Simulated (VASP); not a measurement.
Write the native input for VASP 6.6.1 that does the following.

- Task: single point
- Functional: PBE
- Potentials or basis: VASP PAW PBE potentials, release 64 (Br, Cu, Cl)
- Cutoff: 520 eV
- k mesh: 8 × 8 × 8
- Occupations: fermi-dirac, width 0.05 eV
- Spin: no spin polarisation
- Dipole correction: no
- Further INCAR settings: ALGO = Fast; EDIFF = 1e-07; NBANDS = 26

The structure of Cu2BrCl lies in POSCAR:

```
Cu2BrCl
1.0
    1.8677984561      1.0783739414      6.0875595502
   -1.8677984561      1.0783739414      6.0875595502
    0.0000000000     -2.1567478828      6.0875595502
Br Cu Cl
1 2 1
Direct
    0.0000000000      0.0000000000      0.0000000000
    0.7516030000      0.7516030000      0.7516030000
    0.2483970000      0.2483970000      0.2483970000
    0.5000000000      0.5000000000      0.5000000000
```

One way to write it, as run:

INCAR

```
ALGO = Fast ; EDIFF = 1E-7
ENCUT = 520 ; GGA = PE
ISIF = 2 ; ISMEAR = -1
LASPH = True ; LCHARG = False
LREAL = False ; LWAVE = False
NBANDS = 26 ; NELM = 80
PREC = Accurate ; SIGMA = 0.05
```

KPOINTS

```
k-points
0
Gamma
  8 8 8
```

Potentials or basis: VASP PAW PBE potentials, release 64 (Br, Cu, Cl).

Command:

```console
$ cat potpaw_PBE.64/Br/POTCAR potpaw_PBE.64/Cu/POTCAR potpaw_PBE.64/Cl/POTCAR > POTCAR
$ mpirun -np 1 vasp_std > vasp.out
```

Results of the run:

```yaml
Pressure: 0.1 GPa
Largest_force: 0.094 eV/Å
Band_gap_on_the_k_mesh: 0.15 eV
```

Caveat: the smearing spreads over this small gap; semilocal functionals underestimate gaps, and a narrow one can read as zero.

Run time: 8.9 min on 1 thread of Oxide Virtual Turin-like Processor, on a shared host, peak memory 0.36 GiB.
